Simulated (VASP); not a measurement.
Wanted: the native input for a VASP 6.6.1 run.

- Task: single point
- Functional: r2SCAN
- Potentials or basis: VASP PAW PBE potentials, release 64 (Mo_sv)
- Cutoff: 550 eV
- k mesh: 20 × 20 × 20
- Occupations: fermi-dirac, width 0.1 eV
- Spin: no spin polarisation
- Dipole correction: no
- Further INCAR settings: ALGO = Normal; EDIFF = 1e-06; NBANDS = 13

Mo:

```
Mo
1.0
     2.59195    0.00000    0.00000
     0.00000    2.59195    0.00000
     0.00000    0.00000    2.59195
Mo
1
Direct
  0.00000 0.00000 0.00000
```

One way to write it, as run:

POSCAR

```
Mo
1.0
    2.5919480104      0.0000000000      0.0000000000
    0.0000000000      2.5919480104      0.0000000000
    0.0000000000      0.0000000000      2.5919480104
Mo
1
Direct
    0.0000000000      0.0000000000      0.0000000000
```

INCAR.step1

```
ALGO = Normal
EDIFF = 1E-5
ENCUT = 550
GGA = PE
GGA_COMPAT = F
ISMEAR = -1
LASPH = T
LCHARG = F
LREAL = F
LWAVE = T
NBANDS = 13
NELM = 120
PREC = Accurate
SIGMA = 0.1
```

INCAR.step2

```
ALGO = Normal
EDIFF = 1E-6
ENCUT = 550
GGA_COMPAT = F
ISIF = 2
ISMEAR = -1
ISTART = 1
LASPH = T
LCHARG = F
LMIXTAU = T
LREAL = F
LWAVE = F
METAGGA = R2SCAN
NBANDS = 13
NELM = 120
PREC = Accurate
SIGMA = 0.1
```

KPOINTS

```
k-points
0
Gamma
  20 20 20
```

Potentials or basis: VASP PAW PBE potentials, release 64 (Mo_sv).

Launch:

```sh
$ cat potpaw_PBE.64/Mo_sv/POTCAR > POTCAR
$ cp INCAR.step1 INCAR
$ mpirun -np 1 vasp_std > vasp.out
$ cp INCAR.step2 INCAR
$ mpirun -np 1 vasp_std > vasp.out
```

Results of the run:

- Pressure: 0.7 GPa
- Band gap on the k mesh: zero (band 7 reaches 12.44 eV, above the bottom of band 8 at 9.66 eV)

Caveat: the PAW data sets were made with another functional, which shifts forces and pressure a little.

It took 79 s on 1 thread of Intel(R) Xeon(R) 6975P-C (Granite Rapids), on a shared host, peak memory 0.18 GiB.
